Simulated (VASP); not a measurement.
# Hf in VASP: a series of runs

Hf is run at these levels: PBEsol; tasks: electric field gradients.

Program: VASP 6.6.1. These are calculated values, not measurements. Logs are shortened: lines on timing, memory, paths and dates and some standing lists are left out, and cuts for length are marked.

**1. The cell of the first run**

The structure is trigonal, space group R-3m (No. 166). The conventional cell has a = 5.080 Å, b = 5.080 Å, c = 3.158 Å, α = 90.00°, β = 90.00°, γ = 120.00°. Within 4.1 Å of Hf (site symmetry -3m) lie 14 Hf at 3.12 to 3.61 Å.

**2. Electric field gradients, PBEsol (equal xy, yz and zx shear strains of +1 %)**

INCAR

```
SYSTEM = Hf
  ALGO = Normal
  EDIFF = 1E-8
  ENCUT = 520
  GGA = PS
  ISIF = 2
  ISMEAR = -1
  LASPH = .TRUE.
  LCHARG = .FALSE.
  LEFG = .TRUE.
  LREAL = .FALSE.
  LWAVE = .FALSE.
  NBANDS = 11
  NELM = 100
  PREC = Accurate
  SIGMA = 0.05
```

KPOINTS

```
k-points
0
G
  14 14 14
  0 0 0
```

POSCAR

```
Hf
1.0
   -1.7869500000      1.8050000000      1.8050000000
    1.8050000000     -1.7869500000      1.8050000000
    1.8050000000      1.8050000000     -1.7869500000
Hf
1
Direct
    0.0000000000      0.0000000000      0.0000000000
```

Potentials or basis: VASP PAW PBE potentials, release 64 (Hf_pv).

On the command line:

```sh
$ cat potpaw_PBE.64/Hf_pv/POTCAR > POTCAR
$ mpirun -np 1 vasp_std > vasp.out
```

OUTCAR:

```text
SYSTEM = Hf
   EDIFF = 1E-8
   ENCUT = 520
   GGA = PS
   ISIF = 2
   ISMEAR = -1
   LASPH = .TRUE.
   LREAL = .FALSE.
   NELM = 100
   PREC = Accurate

 ion  position               nearest neighbor table
   1  0.000  0.000  0.000-

  LATTYP: Found a trigonal (rhomboedric) cell.
 ALAT       =     3.1159653885
 COS(alpha) =    -0.3288480252

  Lattice vectors:

 A1 = (  -1.7869500000,   1.8050000000,   1.8050000000)
 A2 = (   1.8050000000,  -1.7869500000,   1.8050000000)
 A3 = (   1.8050000000,   1.8050000000,  -1.7869500000)

Analysis of symmetry for initial positions (statically):
=====================================================================
 Subroutine PRICEL returns:
 Original cell was already a primitive cell.

 Routine SETGRP: Setting up the symmetry group for a
 trigonal (rhombohedral) supercell.

 Subroutine GETGRP returns: Found 12 space group operations
 (whereof 12 operations were pure point group operations)
 out of a pool of 12 trial point group operations.

The static configuration has the point symmetry D_3d.

Analysis of symmetry for dynamics (positions and initial velocities):
=====================================================================
 Subroutine PRICEL returns:
 Original cell was already a primitive cell.

 Routine SETGRP: Setting up the symmetry group for a
 trigonal (rhombohedral) supercell.

 Subroutine GETGRP returns: Found 12 space group operations
 (whereof 12 operations were pure point group operations)
 out of a pool of 12 trial point group operations.

The dynamic configuration has the point symmetry D_3d.

 Subroutine INISYM returns: Found 12 space group operations
 (whereof 12 operations are pure point group operations),
 and found     1 'primitive' translations

----------------------------------------------------------------------------------------

                                     Primitive cell

  volume of cell :      23.5212

  direct lattice vectors                    reciprocal lattice vectors
    -1.786950000  1.805000000  1.805000000    -0.002756439  0.275643873  0.275643873
     1.805000000 -1.786950000  1.805000000     0.275643873 -0.002756439  0.275643873
     1.805000000  1.805000000 -1.786950000     0.275643873  0.275643873 -0.002756439

  length of vectors
[... 116 lines left out ...]

 number of electron      10.0000001 magnetization

 Free energy of the ion-electron system (eV)
  ---------------------------------------------------
  ext. energy  EPLUGINS =         0.00000000
  ---------------------------------------------------
  free energy    TOTEN  =       -10.26879573 eV

  energy without entropy =      -10.25077435  energy(sigma->0) =      -10.25978504

 E-fermi :   4.0807     XC(G=0): -11.1645

 val. band max:        4.0804021361   @ k =  -0.3571   0.1429   0.0714
 cond. band min:       4.0901134299   @ k =   0.2857   0.0714   0.0714
 fundamental gap:      0.0097112938
 Fermi energy:         4.0807393797

 k-point     1 :       0.0000    0.0000    0.0000
  band No.  band energies     occupation
      1     -25.9042      2.00000
      2     -25.8849      2.00000
      3     -25.8849      2.00000
      4      -2.7900      2.00000
      5       5.4824      0.00000
      6       5.4824      0.00000
      7       5.6918      0.00000
      8       8.2105      0.00000
      9       8.2105      0.00000
     10      17.0949      0.00000
     11      17.0949      0.00000
[... 309 lines left out ...]
 k-point    24 :       0.2857    0.1429    0.0000
  band No.  band energies     occupation
      1     -26.4335      2.00000
      2     -26.1052      2.00000
      3     -25.9328      2.00000
      4       0.7674      2.00000
      5       3.8143      1.99035
      6       4.1240      0.59266
      7       7.7643      0.00000
      8       8.9117      0.00000
      9      10.0197      0.00000
     10      14.4543      0.00000
     11      16.5799      0.00000

 [... further k-points ...]
[... 5 lines left out ...]
  --------------------------------------------------------------------------------------
  -------------------------------------------------------------------------------------
  Total       -1.3703103     -1.3703103     -1.3703103     -0.0651710     -0.0651710     -0.0651710
  in kB      -93.3405495    -93.3405495    -93.3405495     -4.4392143     -4.4392143     -4.4392143
  external PRESSURE =     -93.3405495 kB  Pullay stress =       0.0000000 kB

 VOLUME and BASIS-vectors are now :
 -----------------------------------------------------------------------------
  energy-cutoff  :      520.00
  volume of cell :       23.52
      direct lattice vectors                 reciprocal lattice vectors
    -1.786950000  1.805000000  1.805000000    -0.002756439  0.275643873  0.275643873
     1.805000000 -1.786950000  1.805000000     0.275643873 -0.002756439  0.275643873
     1.805000000  1.805000000 -1.786950000     0.275643873  0.275643873 -0.002756439

 POSITION                                       TOTAL-FORCE (eV/Angst)
 -----------------------------------------------------------------------------------
      0.00000      0.00000      0.00000        -0.000000      0.000000     -0.000000
 -----------------------------------------------------------------------------------
    total drift:                                0.000000      0.000000     -0.000000

  FREE ENERGIE OF THE ION-ELECTRON SYSTEM (eV)
  ---------------------------------------------------
  free  energy   TOTEN  =       -10.2687957319 eV

  energy  without entropy=      -10.2507743479  energy(sigma->0) =      -10.25978504

 Electric field gradients (V/A^2)
---------------------------------------------------------------------
 ion       V_xx      V_yy      V_zz      V_xy      V_xz      V_yz
---------------------------------------------------------------------
   1       0.000    -0.000    -0.000    -9.833    -9.833    -9.833
---------------------------------------------------------------------

 Electric field gradients after diagonalization (V/A^2)
 (convention: |V_zz| > |V_xx| > |V_yy|)
----------------------------------------------------------------------
 ion       V_xx      V_yy      V_zz     asymmetry (V_yy - V_xx)/ V_zz
----------------------------------------------------------------------
   1       9.833     9.833   -19.667       0.000
----------------------------------------------------------------------

           NMR quadrupolar parameters

 Cq : quadrupolar parameter    Cq=e*Q*V_zz/h
 eta: asymmetry parameters     (V_yy - V_xx)/ V_zz
 Q  : nuclear electric quadrupole moment in mb (millibarn)
----------------------------------------------------------------------
 ion       Cq(MHz)       eta       Q (mb)
----------------------------------------------------------------------
   1      -0.048       0.000       1.000
----------------------------------------------------------------------
```

Wall time 52 s (1 thread of Intel Xeon Platinum 8259CL at 2.50GHz (Skylake/Cascade Lake), shared host); peak memory 0.19 GiB.

Results:

- Free energy: -10.2688 eV
- Pressure: -9.3 GPa
- Band gap on the k mesh: zero (band 5 reaches 5.48 eV, above the bottom of band 6 at 3.38 eV)

Electric field gradients, principal values (V/Å²):
| atom | least | middle | greatest (by size) |
| --- | --- | --- | --- |
| 1 Hf | 9.833 | 9.833 | -19.667 |

Caveat: the cell differs from its parent crystal (equal xy, yz and zx shear strains of +1 %); without QUAD_EFG the Cq values of the log hold for a quadrupole moment of 1 mb, not for the nuclei; the PAW data sets were made with another functional, which shifts forces and pressure a little; spin-orbit coupling is left out, which moves the levels of the heavy elements.

**3. Electric field gradients, PBEsol (equal xx and yy strain of +1 %)**

INCAR

```
ALGO = Normal
EDIFF = 1E-8
ENCUT = 520
GGA = PS
ISIF = 2
ISMEAR = -1
LASPH = T
LCHARG = F
LEFG = T
LREAL = F
LWAVE = F
NBANDS = 11
NELM = 80
PREC = Accurate
SIGMA = 0.05
```

KPOINTS

```
k-points
0
Gamma
  14 14 14
```

POSCAR

```
Hf
1.0
   -1.8230500000      1.8230500000      1.8050000000
    1.8230500000     -1.8230500000      1.8050000000
    1.8230500000      1.8230500000     -1.8050000000
Hf
1
Direct
    0.0000000000      0.0000000000      0.0000000000
```

Potentials or basis: VASP PAW PBE potentials, release 64 (Hf_pv).

On the command line:

```sh
$ cat potpaw_PBE.64/Hf_pv/POTCAR > POTCAR
$ mpirun -np 1 vasp_std > vasp.out
```

OUTCAR:

```text
EDIFF = 1E-8
   ENCUT = 520
   GGA = PS
   ISIF = 2
   ISMEAR = -1
   LASPH = T
   LREAL = F
   NELM = 80
   PREC = Accurate

 ion  position               nearest neighbor table
   1  0.000  0.000  0.000-

  LATTYP: Found a body centered tetragonal cell.
 ALAT       =     3.6461000000
 C/A-ratio  =     0.9900990099

  Lattice vectors:

 A1 = (  -1.8230500000,   1.8230500000,   1.8050000000)
 A2 = (   1.8230500000,  -1.8230500000,   1.8050000000)
 A3 = (   1.8230500000,   1.8230500000,  -1.8050000000)

Analysis of symmetry for initial positions (statically):
=====================================================================
 Subroutine PRICEL returns:
 Original cell was already a primitive cell.

 Routine SETGRP: Setting up the symmetry group for a
 body centered tetragonal supercell.

 Subroutine GETGRP returns: Found 16 space group operations
 (whereof 16 operations were pure point group operations)
 out of a pool of 16 trial point group operations.

The static configuration has the point symmetry D_4h.

Analysis of symmetry for dynamics (positions and initial velocities):
=====================================================================
 Subroutine PRICEL returns:
 Original cell was already a primitive cell.

 Routine SETGRP: Setting up the symmetry group for a
 body centered tetragonal supercell.

 Subroutine GETGRP returns: Found 16 space group operations
 (whereof 16 operations were pure point group operations)
 out of a pool of 16 trial point group operations.

The dynamic configuration has the point symmetry D_4h.

[... 150 lines left out ...]
 Fermi energy:         3.9588708494

 k-point     1 :       0.0000    0.0000    0.0000
  band No.  band energies     occupation
      1     -26.0979      2.00000
      2     -26.0978      2.00000
      3     -26.0978      2.00000
      4      -2.8511      2.00000
      5       5.3422      0.00000
      6       5.4436      0.00000
      7       5.4436      0.00000
      8       7.9326      0.00000
      9       8.0723      0.00000
     10      16.9003      0.00000
     11      16.9003      0.00000
[... 309 lines left out ...]
 k-point    24 :       0.2857    0.1429   -0.0000
  band No.  band energies     occupation
      1     -26.6207      2.00000
      2     -26.2984      2.00000
      3     -26.1418      2.00000
      4       0.7158      2.00000
      5       3.6913      1.99056
      6       4.0164      0.48050
      7       7.5355      0.00000
      8       8.6907      0.00000
      9       9.7670      0.00000
     10      14.2334      0.00000
     11      16.1917      0.00000

 [... further k-points ...]
[... 5 lines left out ...]
  --------------------------------------------------------------------------------------
  -------------------------------------------------------------------------------------
  Total       -1.5835791     -1.5835791     -1.6736403      0.0000000      0.0000000      0.0000000
  in kB     -105.7343229   -105.7343229   -111.7476385      0.0000000      0.0000000      0.0000000
  external PRESSURE =    -107.7387614 kB  Pullay stress =       0.0000000 kB

 VOLUME and BASIS-vectors are now :
 -----------------------------------------------------------------------------
  energy-cutoff  :      520.00
  volume of cell :       24.00
      direct lattice vectors                 reciprocal lattice vectors
    -1.823050000  1.823050000  1.805000000     0.000000000  0.274265654  0.277008310
     1.823050000 -1.823050000  1.805000000     0.274265654  0.000000000  0.277008310
     1.823050000  1.823050000 -1.805000000     0.274265654  0.274265654  0.000000000

 POSITION                                       TOTAL-FORCE (eV/Angst)
 -----------------------------------------------------------------------------------
      0.00000      0.00000      0.00000        -0.000000      0.000000      0.000000
 -----------------------------------------------------------------------------------
    total drift:                                0.000000      0.000000      0.000000

  FREE ENERGIE OF THE ION-ELECTRON SYSTEM (eV)
  ---------------------------------------------------
  free  energy   TOTEN  =       -10.2403205021 eV

  energy  without entropy=      -10.2219565653  energy(sigma->0) =      -10.23113853

 Electric field gradients (V/A^2)
---------------------------------------------------------------------
 ion       V_xx      V_yy      V_zz      V_xy      V_xz      V_yz
---------------------------------------------------------------------
   1       0.239     0.239    -0.477    -0.000    -0.000    -0.000
---------------------------------------------------------------------

 Electric field gradients after diagonalization (V/A^2)
 (convention: |V_zz| > |V_xx| > |V_yy|)
----------------------------------------------------------------------
 ion       V_xx      V_yy      V_zz     asymmetry (V_yy - V_xx)/ V_zz
----------------------------------------------------------------------
   1       0.239     0.238    -0.477       0.000
----------------------------------------------------------------------

           NMR quadrupolar parameters

 Cq : quadrupolar parameter    Cq=e*Q*V_zz/h
 eta: asymmetry parameters     (V_yy - V_xx)/ V_zz
 Q  : nuclear electric quadrupole moment in mb (millibarn)
----------------------------------------------------------------------
 ion       Cq(MHz)       eta       Q (mb)
----------------------------------------------------------------------
   1      -0.001       0.000       1.000
----------------------------------------------------------------------
```

OSZICAR:

```text
N       E                     dE             d eps       ncg     rms          rms(c)
DAV:   1     0.121956541307E+02    0.12196E+02   -0.56627E+03  5384   0.832E+02
DAV:   2    -0.101897754611E+02   -0.22385E+02   -0.21726E+02  6762   0.154E+02
DAV:   3    -0.106711488656E+02   -0.48137E+00   -0.47119E+00  6621   0.152E+01
DAV:   4    -0.106734612535E+02   -0.23124E-02   -0.23087E-02  6108   0.128E+00
DAV:   5    -0.106734762155E+02   -0.14962E-04   -0.14962E-04  6812   0.902E-02    0.438E+01
DAV:   6    -0.103454689438E+02    0.32801E+00   -0.28603E-01  5938   0.374E+00    0.249E+01
DAV:   7    -0.102445336791E+02    0.10094E+00   -0.35074E-01  6151   0.402E+00    0.119E+00
DAV:   8    -0.102403326985E+02    0.42010E-02   -0.22637E-02  5950   0.108E+00    0.116E-01
DAV:   9    -0.102403176076E+02    0.15091E-04   -0.33500E-04  6689   0.157E-01    0.515E-02
DAV:  10    -0.102403213148E+02   -0.37071E-05   -0.25681E-05  6497   0.370E-02    0.315E-02
DAV:  11    -0.102403205475E+02    0.76726E-06   -0.37764E-06  6421   0.143E-02    0.162E-03
DAV:  12    -0.102403205375E+02    0.10031E-07   -0.55814E-08  6550   0.218E-03    0.145E-03
DAV:  13    -0.102403205013E+02    0.36172E-07   -0.13124E-09  3868   0.309E-04    0.811E-05
DAV:  14    -0.102403205021E+02   -0.78091E-09   -0.19719E-10  3428   0.125E-04
   1 F= -.10240321E+02 E0= -.10231139E+02  d E =-.183639E-01
```

stdout:

```text
POSCAR found type information on POSCAR Hf
 POSCAR found :  1 types and       1 ions
 scaLAPACK will be used
 -----------------------------------------------------------------------------
|                                                                             |
|                                                                             |
|     You enforced a specific xc type in the INCAR file but a different       |
|     I HOPE YOU KNOW WHAT YOU ARE DOING!                                     |
|                                                                             |
 -----------------------------------------------------------------------------

 LDA part: xc-table for (Slater+PW92), standard interpolation
 POSCAR, INCAR and KPOINTS ok, starting setup
 FFT: planning ... GRIDC
 FFT: planning ... GRID_SOFT
 FFT: planning ... GRID
 WAVECAR not read
 entering main loop
ion   1
```

It took 17 s on 1 thread of Intel Xeon 6975P-C (Granite Rapids), shared host; peak memory 0.18 GiB.

Results:

- Free energy: -10.2403 eV
- Pressure: -10.8 GPa
- Band gap on the k mesh: zero (band 5 reaches 5.36 eV, above the bottom of band 6 at 3.27 eV)

Electric field gradients, principal values (V/Å²):
```tsv
atom	least	middle	greatest (by size)
1 Hf	0.238	0.239	-0.477
```

Caveat: the cell differs from its parent crystal (equal xx and yy strain of +1 %); without QUAD_EFG the Cq values of the log hold for a quadrupole moment of 1 mb, not for the nuclei; the PAW data sets were made with another functional, which shifts forces and pressure a little; spin-orbit coupling is left out, which moves the levels of the heavy elements.

[end of part 1 of 3]
